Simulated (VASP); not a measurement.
NiO2, 3 atoms in the cell. It takes space group P-3m1 (No. 164, trigonal). The conventional cell has a = 2.804 Å, b = 2.804 Å, c = 4.084 Å, α = 90.00°, β = 90.00°, γ = 120.00°. Within 2.4 Å of Ni (site symmetry -3m) lie 6 O at 1.83 Å. Within 2.4 Å of O (site symmetry 3m) lie 3 Ni at 1.83 Å and 3 O at 2.34 Å.  This cell differs from its parent crystal: c/a of the conventional cell at fixed volume 1.4565.

- Program: VASP 6.6.1
- Task: single point
- Functional: LDA
- Potentials or basis: VASP PAW LDA potentials, release 64 (Ni, O)
- Cutoff: 520 eV
- k mesh: 12 × 12 × 6
- Occupations: gaussian, width 0.05 eV
- Spin: no spin polarisation
- Dipole correction: no
- Further INCAR settings: ALGO = Normal; EDIFF = 1e-06; NBANDS = 18

Potentials or basis: VASP PAW LDA potentials, release 64 (Ni, O).

The run is started by

```bash
$ cat potpaw_LDA.64/Ni/POTCAR potpaw_LDA.64/O/POTCAR > POTCAR
$ mpirun -np 1 vasp_std > vasp.out
```

Hardware: 1 thread of Intel Xeon 6975P-C, with other jobs on the host.

Problem. How long does it take, and how much memory?

Solution. Run time: 35 s on 1 thread of Intel Xeon 6975P-C (shared host), peak memory 0.16 GiB. Counts: scf iterations 16, k points 100.
